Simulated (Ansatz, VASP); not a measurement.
# Two plane-wave programs on MgO

```
Mg O
1.0
     0.00000    2.10752    2.10752
     2.10752    0.00000    2.10752
     2.10752    2.10752    0.00000
Mg O
1 1
Direct
  0.00000 0.00000 0.00000
  0.50000 0.50000 0.50000
```

Alike in both runs: functional PBEsol; k mesh 10 × 10 × 10; occupations gaussian, width 0.02 eV; no spin polarisation.

Ansatz relaxed the structure, and its values are those at the end. VASP's run is a single point on that final structure, the one shown.

|  | VASP | Ansatz |
| --- | --- | --- |
| version | VASP 6.6.1 | Ansatz 0.2.0 |
| potentials or method | VASP PAW PBE potentials, release 64 (Mg, O), cutoff 600 eV | scalar-relativistic, plane waves, PAW |
| valence electrons in the cell | 8 | 16 |

Ansatz gave:

| Item | Value |
| --- | --- |
| gap on the k mesh at the Fermi level (eV) | 4.62 |
| least direct gap on the mesh (eV) | 4.62 |
| pressure (GPa) | 0.0 |

Which values does VASP return?

gap on the k mesh at the Fermi level (eV): 4.62; least direct gap on the mesh (eV): 4.62; pressure (GPa): -0.8.

VASP's potentials were made for PBE, not for PBEsol, and Ansatz warns of the same on its side. With one functional, cell and mesh, what is left measures potentials, basis and numerics. VASP's potentials hold 8 valence electrons a cell and Ansatz's 16, so a difference there can come from the potentials and not from the codes.
